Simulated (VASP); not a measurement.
A run of VASP 6.6.1:

The input INCAR:

```
SYSTEM = InP
  PREC = Accurate
  ENCUT = 400
  EDIFF = 1E-6
  ISMEAR = -1
  SIGMA = 0.05
  LREAL = .False.
  LASPH = .True.
  NELM = 120
  ALGO = Normal
  ISIF = 2
  LWAVE = .False.
  LCHARG = .False.
  GGA = PS
  NBANDS = 26
  GGA_COMPAT = .False.
```

Contents of KPOINTS:

```
Automatic mesh
0
Gamma
  6 6 4
  0 0 0
```

Contents of POSCAR:

```
InP
1.0
    2.9390050000      2.9390050000      0.0000000000
   -2.9390050000      2.9390050000      0.0000000000
    0.0000000000      0.0000000000      5.8780100000
In P
2 2
Direct
    0.0000000000      0.0000000000      0.0000000000
    0.5000000000      0.5000000000      0.5000000000
    0.5000000000      0.0000000000      0.2500000000
    0.0000000000      0.5000000000      0.7500000000
```

Potentials or basis: VASP PAW PBE potentials, release 64 (In_d, P).

The run is started by

```sh
$ cat potpaw_PBE.64/In_d/POTCAR potpaw_PBE.64/P/POTCAR > POTCAR
$ mpirun -np 1 vasp_std > vasp.out
```

Hardware: 1 thread of Intel Xeon 6975P-C, with other jobs on the host.

**Question.** How long does it take, and how much memory?

**Answer.** It took 41 s on 1 thread of Intel Xeon 6975P-C, on a shared host, peak memory 0.2 GiB. Counts: scf iterations 13, k points 30.
